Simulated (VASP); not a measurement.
Set up this calculation in VASP 6.6.1, as the native input.

```
Task                   : single point
Functional             : PBE
Potentials or basis    : VASP PAW PBE potentials, release 64 (Ge_d, Mo_sv, W_sv)
Cutoff                 : 520 eV
k mesh                 : 6 × 6 × 2
Occupations            : gaussian, width 0.1 eV
Spin                   : no spin polarisation
Dipole correction      : no
Further INCAR settings : ALGO = Normal; EDIFF = 1e-06; NBANDS = 51
```

The structure of Ge4MoW lies in POSCAR:

```
Ge4MoW
1.0
    3.3397563000      0.0000000000      0.0000000000
    0.0000000000      3.3397563000      0.0000000000
    0.0000000000      0.0000000000      8.2881637000
Ge Mo W
4 1 1
Direct
    0.0000000000      0.0000000000      0.6627370000
    0.5000000000      0.5000000000      0.1614470000
    0.0000000000      0.0000000000      0.3372630000
    0.5000000000      0.5000000000      0.8385530000
    0.0000000000      0.0000000000      0.0000000000
    0.5000000000      0.5000000000      0.5000000000
```

The input as run:

INCAR

```
SYSTEM = Ge4MoW
PREC = Accurate ; ENCUT = 520
EDIFF = 1E-6 ; ISMEAR = 0
SIGMA = 0.1 ; LREAL = .False.
LASPH = .True. ; NELM = 100
ALGO = Normal ; ISIF = 2
LWAVE = .False. ; LCHARG = .False.
GGA = PE ; NBANDS = 51
```

KPOINTS

```
regular mesh
0
Gamma
  6 6 2
  0 0 0
```

Potentials or basis: VASP PAW PBE potentials, release 64 (Ge_d, Mo_sv, W_sv).

Run with:

```sh
$ cat potpaw_PBE.64/Ge_d/POTCAR potpaw_PBE.64/Mo_sv/POTCAR potpaw_PBE.64/W_sv/POTCAR > POTCAR
$ mpirun -np 1 vasp_std > vasp.out
```

It gave:

| Quantity | Value |
| --- | --- |
| Pressure | 0.4 GPa |
| Largest force | 0.056 eV/Å |
| Band gap on the k mesh | zero (bands 42 and 43 overlap by 0.85 eV) |

Caveat: the k points lie up to 0.38 Å⁻¹ apart, too coarse for converged energies and pressures of a metal; spin-orbit coupling is left out, which moves the levels of the heavy elements.

It took 2.9 min on 1 thread of Intel Xeon 8259CL (shared host), peak memory 0.26 GiB.
